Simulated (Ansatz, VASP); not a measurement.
## Cr: VASP beside Ansatz

INCAR

```
SYSTEM = Cr
PREC = Accurate
ENCUT = 520
EDIFF = 1E-6
ISMEAR = -1
SIGMA = 0.1
LREAL = .FALSE.
LASPH = .TRUE.
NELM = 80
ALGO = Normal
ISIF = 2
LWAVE = .FALSE.
LCHARG = .FALSE.
GGA = PE
NBANDS = 19
```

KPOINTS

```
Automatic mesh
0
G
  12 12 12
  0 0 0
```

File POSCAR:

```
Cr
1.0
    0.0000000000      2.6161690191      2.6161690191
    2.6161690191      0.0000000000      2.6161690191
    2.6161690191      2.6161690191      0.0000000000
Cr
2
Direct
    0.1250000000      0.1250000000      0.1250000000
    0.8750000000      0.8750000000      0.8750000000
```

Input for Ansatz:

```yaml
crystal:
  lattice:
    - [0.0, 2.6161690191, 2.6161690191]
    - [2.6161690191, 0.0, 2.6161690191]
    - [2.6161690191, 2.6161690191, 0.0]
  atoms:
    - { symbol: Cr, position: [0.125, 0.125, 0.125] }
    - { symbol: Cr, position: [0.875, 0.875, 0.875] }
hamiltonian:
  xc: pbe
  pseudopotentials:
    kind: paw
    azcp:
      Cr: "pseudopotentials/Cr.paw.azcp"
basis:
  ecutwfc: 420
  fft_grid_basis: typed
kpoints:
  mp_grid: { grid: [12, 12, 12], shift: [0, 0, 0] }
magnetization:
  spin_polarized: false
scf:
  occupations: { method: fermi_dirac, width: 0.1 }
  lower_state_search: "off"
output:
  stress: true
```

Alike in both runs: task single point; functional PBE; k mesh 12 × 12 × 12; occupations fermi-dirac, width 0.1 eV; no spin polarisation.

|  | VASP | Ansatz |
| --- | --- | --- |
| version | VASP 6.6.1 | Ansatz 0.2.0 |
| potentials or method | VASP PAW PBE potentials, release 64 (Cr_pv), cutoff 520 eV | plane waves (420 eV) with PAW, scalar-relativistic |
| valence electrons in the cell | 24 | 28 |

|  | VASP | Ansatz | Ansatz less VASP |
| --- | --- | --- | --- |
| pressure (GPa) | -6.7 | -6.7 | -0.07 |

The functional is the same, so the differences come from potentials, cutoffs and numerics. VASP's potentials hold 24 valence electrons a cell and Ansatz's 28, so a difference there can come from the potentials and not from the codes.
